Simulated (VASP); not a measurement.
# Ta3N5 (Cmcm) in VASP: single point with PBEsol

Aim: the single point of Ta3N5 with PBEsol.

Program: VASP 6.6.1. These are calculated values, not measurements. Logs are shortened: lines on timing, memory, paths and dates and some standing lists are left out, and cuts for length are marked.

## (1) The cell of the first run

It takes space group Cmcm (No. 63, orthorhombic). The conventional cell has a = 3.768 Å, b = 9.725 Å, c = 9.739 Å, α = 90.00°, β = 90.00°, γ = 90.00°. Within 2.6 Å of Ta (site symmetry m2m) lie 6 N at 1.96 to 2.06 Å. Ta (site symmetry m) has 6 N at 1.88 to 2.16 Å within 2.5 Å. N (site symmetry m2m) has 4 Ta at 1.98 to 2.10 Å and 4 N at 2.62 Å within 2.7 Å. N (site symmetry m) has 3 Ta at 1.88 to 1.98 Å and 1 N at 2.43 Å within 2.5 Å. N (site symmetry m) has 4 Ta at 1.95 to 2.16 Å and 5 N at 2.62 to 2.66 Å within 2.7 Å.

## (2) Single point, PBEsol (11.15 Å³/atom)

The input, INCAR:

```
PREC = Accurate
ENCUT = 520
EDIFF = 1E-7
ISMEAR = 0
SIGMA = 0.02
LREAL = Auto
LASPH = True
NELM = 60
ALGO = Normal
ISIF = 2
LWAVE = False
LCHARG = False
GGA = PS
NBANDS = 72
```

The input, KPOINTS:

```
Automatic mesh
0
Gamma
  8 8 4
```

The input, POSCAR:

```
Ta3N5
1.0
    1.8840985823     -4.8627063122      0.0000000000
    1.8840985823      4.8627063122      0.0000000000
    0.0000000000      0.0000000000      9.7389340848
Ta N
6 10
Direct
    0.7953281653      0.2046718347      0.2500000000
    0.2046718347      0.7953281653      0.7500000000
    0.8656266451      0.1343733549      0.5590473807
    0.1343733549      0.8656266451      0.0590473807
    0.1343733549      0.8656266451      0.4409526193
    0.8656266451      0.1343733549      0.9409526193
    0.2340878290      0.7659121710      0.2500000000
    0.7659121710      0.2340878290      0.7500000000
    0.9528303436      0.0471696564      0.1250760743
    0.0471696564      0.9528303436      0.6250760743
    0.0471696564      0.9528303436      0.8749239257
    0.9528303436      0.0471696564      0.3749239257
    0.6852637259      0.3147362741      0.0696462893
    0.3147362741      0.6852637259      0.5696462893
    0.3147362741      0.6852637259      0.9303537107
    0.6852637259      0.3147362741      0.4303537107
```

Potentials or basis: VASP PAW PBE potentials, release 64 (Ta_pv, N).

The run is started by

```sh
$ cat potpaw_PBE.64/Ta_pv/POTCAR potpaw_PBE.64/N/POTCAR > POTCAR
$ mpirun -np 1 vasp_std > vasp.out
```

OUTCAR:

```text
PREC = Accurate
   ENCUT = 520
   EDIFF = 1E-7
   ISMEAR = 0
   LREAL = Auto
   LASPH = True
   NELM = 60
   ISIF = 2
   GGA = PS

 ion  position               nearest neighbor table
   1  0.795  0.205  0.250-   9 1.96  12 1.96   7 1.98   7 1.98  16 2.06  13 2.06   4 3.08   4 3.08
                             5 3.08   5 3.08   6 3.09   3 3.09
   2  0.205  0.795  0.750-  10 1.96  11 1.96   8 1.98   8 1.98  15 2.06  14 2.06   3 3.08   3 3.08
                             6 3.08   6 3.08   5 3.09   4 3.09
   3  0.866  0.134  0.559-  10 1.88  14 1.95  14 1.95  12 1.98   8 2.10  16 2.16   5 2.86   2 3.08
                             2 3.08   1 3.09   5 3.15   5 3.15
   4  0.134  0.866  0.059-   9 1.88  13 1.95  13 1.95  11 1.98   7 2.10  15 2.16   6 2.86   1 3.08
                             1 3.08   2 3.09   6 3.15   6 3.15
   5  0.134  0.866  0.441-  12 1.88  16 1.95  16 1.95  10 1.98   7 2.10  14 2.16   3 2.86   1 3.08
                             1 3.08   2 3.09   3 3.15   3 3.15
   6  0.866  0.134  0.941-  11 1.88  15 1.95  15 1.95   9 1.98   8 2.10  13 2.16   4 2.86   2 3.08
                             2 3.08   1 3.09   4 3.15   4 3.15
   7  0.234  0.766  0.250-   1 1.98   1 1.98   5 2.10   4 2.10
   8  0.766  0.234  0.750-   2 1.98   2 1.98   6 2.10   3 2.10
   9  0.953  0.047  0.125-   4 1.88   1 1.96   6 1.98
  10  0.047  0.953  0.625-   3 1.88   2 1.96   5 1.98
  11  0.047  0.953  0.875-   6 1.88   2 1.96   4 1.98
  12  0.953  0.047  0.375-   5 1.88   1 1.96   3 1.98
  13  0.685  0.315  0.070-   4 1.95   4 1.95   1 2.06   6 2.16
  14  0.315  0.685  0.570-   3 1.95   3 1.95   2 2.06   5 2.16
  15  0.315  0.685  0.930-   6 1.95   6 1.95   2 2.06   4 2.16
  16  0.685  0.315  0.430-   5 1.95   5 1.95   1 2.06   3 2.16

  LATTYP: Found a base centered orthorhombic cell.
 ALAT       =     3.7681971646
 B/A-ratio  =     2.5809192565
 C/A-ratio  =     2.5845075667

  Lattice vectors:

 A1 = (   1.8840985823,  -4.8627063122,   0.0000000000)
 A2 = (   1.8840985823,   4.8627063122,   0.0000000000)
 A3 = (   0.0000000000,   0.0000000000,   9.7389340848)

Analysis of symmetry for initial positions (statically):
=====================================================================
 Subroutine PRICEL returns:
 Original cell was already a primitive cell.

 Routine SETGRP: Setting up the symmetry group for a
 base centered orthorhombic supercell.

 Subroutine GETGRP returns: Found  8 space group operations
 (whereof  4 operations were pure point group operations)
 out of a pool of  8 trial point group operations.

The static configuration has the point symmetry C_2h.
 The point group associated with its full space group is D_2h.

Analysis of symmetry for dynamics (positions and initial velocities):
=====================================================================
 Subroutine PRICEL returns:
[... 151 lines left out ...]
   EMIN   =  10.00;   EMAX   =-10.00  energy-range for DOS
   EFERMI =   0.00;   METHOD = LEGACY
   ISMEAR =     0;   SIGMA  =   0.02  broadening in eV -4-tet -1-fermi 0-gaus
   EFERMI_NEDOS =   21; number of points for ismear=-14 and -15
   IALGO  =     38    algorithm
   IMIX   =      4    mixing-type and parameters
     AMIX     =   0.40;   BMIX     =  1.00
     AMIX_MAG =   1.60;   BMIX_MAG =  1.00
  volume/ion in A,a.u.               =      11.15        75.27
  Fermi-wavevector in a.u.,A,eV,Ry     =   1.418142  2.679900 27.363050  2.011127
  Thomas-Fermi vector in A             =   2.539299
   LORBIT       =      0    0 simple, 1 ext, 2 COOP (PROOUT), +10 PAW based schemes
   GGA     = PS    functional components
   LHFCALC =     F    Hartree Fock is set to
   AEXX    =    0.0000 exact exchange contribution
   IVDW    =     0    specifies the selected vdW correction
   LEPSILON=     F    determine dielectric tensor
   LRPA    =     F    only Hartree local field effects (RPA)
 non-spin polarized calculation
 Gauss-broadening in eV      SIGMA  =   0.02
  energy-cutoff  :      520.00
  volume of cell :      178.45
 maximum number of plane-waves:      4830
   NGX = 19   NGY = 19   NGZ = 37

 number of electron     116.0000008 magnetization

 Free energy of the ion-electron system (eV)
  ---------------------------------------------------
  ext. energy  EPLUGINS =         0.00000000
  ---------------------------------------------------
  free energy    TOTEN  =      -176.38118211 eV

  energy without entropy =     -176.38118211  energy(sigma->0) =     -176.38118211

 E-fermi :   5.1707     XC(G=0): -12.1263

 val. band max:        5.0479322825   @ k =   0.1250   0.1250   0.0000
 cond. band min:       6.0284716353   @ k =   0.5000   0.5000   0.0000
 fundamental gap:      0.9805393528
 Fermi energy:         5.1706950693

 k-point     1 :       0.0000    0.0000    0.0000
  band No.  band energies     occupation
      1     -29.7495      2.00000
      2     -29.7354      2.00000
      3     -29.6698      2.00000
      4     -29.4871      2.00000
      5     -29.4493      2.00000
      6     -29.4371      2.00000
[... 1741 lines left out ...]
     69       9.3163      0.00000
     70       9.3933      0.00000

 [... further k-points ...]

 [bands above 70 left out]

------------------------ aborting loop because EDIFF is reached ----------------------------------------

  FORCE on cell =-STRESS in cart. coord.  units (eV):
  Direction    XX          YY          ZZ          XY          YZ          ZX
  --------------------------------------------------------------------------------------
  -------------------------------------------------------------------------------------
  Total       48.6303584     48.6551346     48.3568731      0.0000000      0.0000000      0.0000000
  in kB      436.6112955    436.8337401    434.1558994      0.0000000      0.0000000      0.0000000
  external PRESSURE =     435.8669783 kB  Pullay stress =       0.0000000 kB

 VOLUME and BASIS-vectors are now :
 -----------------------------------------------------------------------------
  energy-cutoff  :      520.00
  volume of cell :      178.45
      direct lattice vectors                 reciprocal lattice vectors
     1.884098582 -4.862706312  0.000000000     0.265378895 -0.102823401  0.000000000
     1.884098582  4.862706312  0.000000000     0.265378895  0.102823401  0.000000000
     0.000000000  0.000000000  9.738934085     0.000000000  0.000000000  0.102680642

 POSITION                                       TOTAL-FORCE (eV/Angst)
 -----------------------------------------------------------------------------------
      1.88410     -2.87219      2.43473         0.000000      0.036063      0.000000
      1.88410      2.87219      7.30420         0.000000     -0.036063      0.000000
      1.88410     -3.55587      5.44453         0.000000      0.072661      0.008876
      1.88410      3.55587      0.57506         0.000000     -0.072661      0.008876
      1.88410      3.55587      4.29441         0.000000     -0.072661     -0.008876
      1.88410     -3.55587      9.16388         0.000000      0.072661     -0.008876
[... 8 lines left out ...]
      1.88410      1.80177      9.06065         0.000000     -0.024820      0.021437
      1.88410     -1.80177      4.19119         0.000000      0.024820      0.021437
 -----------------------------------------------------------------------------------
    total drift:                                0.000000     -0.000000     -0.000000

  FREE ENERGIE OF THE ION-ELECTRON SYSTEM (eV)
  ---------------------------------------------------
  free  energy   TOTEN  =      -176.3811821097 eV

  energy  without entropy=     -176.3811821097  energy(sigma->0) =     -176.38118211
```

stdout:

```text
POSCAR found type information on POSCAR TaN
 POSCAR found :  2 types and      16 ions
 scaLAPACK will be used
 -----------------------------------------------------------------------------
|                                                                             |
|                                                                             |
|     You enforced a specific xc type in the INCAR file but a different       |
|     I HOPE YOU KNOW WHAT YOU ARE DOING!                                     |
|                                                                             |
 -----------------------------------------------------------------------------

 LDA part: xc-table for (Slater+PW92), standard interpolation
 POSCAR, INCAR and KPOINTS ok, starting setup
 FFT: planning ... GRIDC
 FFT: planning ... GRID_SOFT
 FFT: planning ... GRID
 WAVECAR not read
 entering main loop
```

Run time: 25 min. Hardware: 1 thread of Intel Xeon Platinum 8488C (Sapphire Rapids), shared host; peak memory 0.65 GiB.

What came out:

| Quantity | Value |
| --- | --- |
| Free energy | -176.3812 eV |
| Pressure | 43.6 GPa |
| Largest force | 0.081 eV/Å |
| Band gap on the k mesh | 0.98 eV (least direct gap 1.30 eV) |

Forces on the atoms (eV/Å):
```
Ta   0.000  0.036  0.000
Ta   0.000 -0.036  0.000
Ta   0.000  0.073  0.009
Ta   0.000 -0.073  0.009
Ta   0.000 -0.073 -0.009
Ta   0.000  0.073 -0.009
N    0.000  0.004  0.000
N    0.000 -0.004  0.000
N    0.000  0.024  0.078
N    0.000 -0.024  0.078
N    0.000 -0.024 -0.078
N    0.000  0.024 -0.078
N    0.000  0.025 -0.021
N    0.000 -0.025 -0.021
N    0.000 -0.025  0.021
N    0.000  0.025  0.021
```

Caveat: the cell stands under pressure; the PAW data sets were made with another functional, which shifts forces and pressure a little; spin-orbit coupling is left out, which moves the levels of the heavy elements. A k mesh can miss the band edges.
